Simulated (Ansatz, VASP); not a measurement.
# One calculation of ZnRe, two programs

```
CELL_PARAMETERS angstrom
2.74822 0.00000 0.00000
-1.37411 2.38003 0.00000
0.00000 0.00000 4.49407
ATOMIC_POSITIONS crystal
Re 0.32271 0.65968 0.51231
Zn 0.01659 0.00189 0.99084
```

Change from the starting cell: atoms moved at random, drawn with an rms of 0.05 Å.

Alike in both runs: task single point; functional PBE; k mesh 11 × 11 × 6; occupations fermi-dirac, width 0.05 eV; no spin polarisation.

```csv
,VASP,Ansatz
version,VASP 6.6.1,Ansatz 0.2.0
potentials or method,"VASP PAW PBE potentials, release 64 (Re, Zn)",Ansatz PAW
plane-wave cutoff (eV),520,420
valence electrons in the cell,19,27
```

|  | VASP | Ansatz | Ansatz less VASP |
| --- | --- | --- | --- |
| gap on the k mesh at the Fermi level (eV) | none | none | - |
| pressure (GPa) | -0.4 | -0.5 | -0.02 |
| traceless stress, the component that is largest in VASP (GPa) | 0.91 | 0.62 | -0.286 |
| rms of the force components (eV/Å) | 0.544 | 0.540 | -0.0045 |

Atom by atom the forces differ by 0.005 eV/Å (rms over components). A gap of «none» marks a metal or a gap that the smearing closes. The functional is the same, so the differences come from potentials, cutoffs and numerics. VASP's potentials hold 19 valence electrons a cell and Ansatz's 27, so a difference there can come from the potentials and not from the codes.

Neither program's run includes spin-orbit coupling.
